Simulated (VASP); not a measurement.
A run of VASP 6.6.1 is set up as follows.

File POSCAR:

```
NaF
1.0
    0.0000000000      2.2972497876      2.2972497876
    2.2972497876      0.0000000000      2.2972497876
    2.2972497876      2.2972497876      0.0000000000
Na F
1 1
Direct
    0.0000000000      0.0000000000      0.0000000000
    0.5000000000      0.5000000000      0.5000000000
```

Contents of INCAR.step1:

```
PREC     = Accurate       # precision mode
ENCUT    = 520            # plane-wave cutoff, eV
EDIFF    = 1E-5           # SCF threshold, eV
ISMEAR   = 0              # smearing method
SIGMA    = 0.01           # smearing width, eV
LREAL    = False          # projectors in reciprocal space
LASPH    = True           # aspherical terms in the spheres
NELM     = 80             # most SCF steps
ALGO     = Normal         # electronic algorithm
ISIF     = 2              # what is computed and relaxed
LWAVE    = True           # write WAVECAR
LCHARG   = False          # write CHGCAR
NBANDS   = 14             # bands
GGA      = PE             # functional
```

Contents of INCAR.step2:

```
PREC     = Accurate       # precision mode
ENCUT    = 520            # plane-wave cutoff, eV
EDIFF    = 1E-7           # SCF threshold, eV
ISMEAR   = 0              # smearing method
SIGMA    = 0.01           # smearing width, eV
LREAL    = False          # projectors in reciprocal space
LASPH    = True           # aspherical terms in the spheres
NELM     = 80             # most SCF steps
ALGO     = Normal         # electronic algorithm
ISIF     = 2              # what is computed and relaxed
LWAVE    = False          # write WAVECAR
LCHARG   = False          # write CHGCAR
GGA      = PE             # functional
LHFCALC  = True           # exact exchange
AEXX     = 0.25           # exact-exchange fraction
PRECFOCK = Normal       
NBANDS   = 14             # bands
ISTART   = 1
```

File KPOINTS:

```
Automatic mesh
0
Gamma
  6 6 6
```

Potentials or basis: VASP PAW PBE potentials, release 64 (Na_pv, F).

Run with:

```bash
$ cat potpaw_PBE.64/Na_pv/POTCAR potpaw_PBE.64/F/POTCAR > POTCAR
$ cp INCAR.step1 INCAR
$ mpirun -np 1 vasp_std > vasp.out
$ cp INCAR.step2 INCAR
$ mpirun -np 1 vasp_std > vasp.out
```

(1) Estimate the band gap on the k mesh.

(2) Predict the pressure.

Answers

(1) 9.38 eV.

(2) 1.6 GPa.

Caveat: the PAW data sets were made with another functional, which shifts forces and pressure a little.
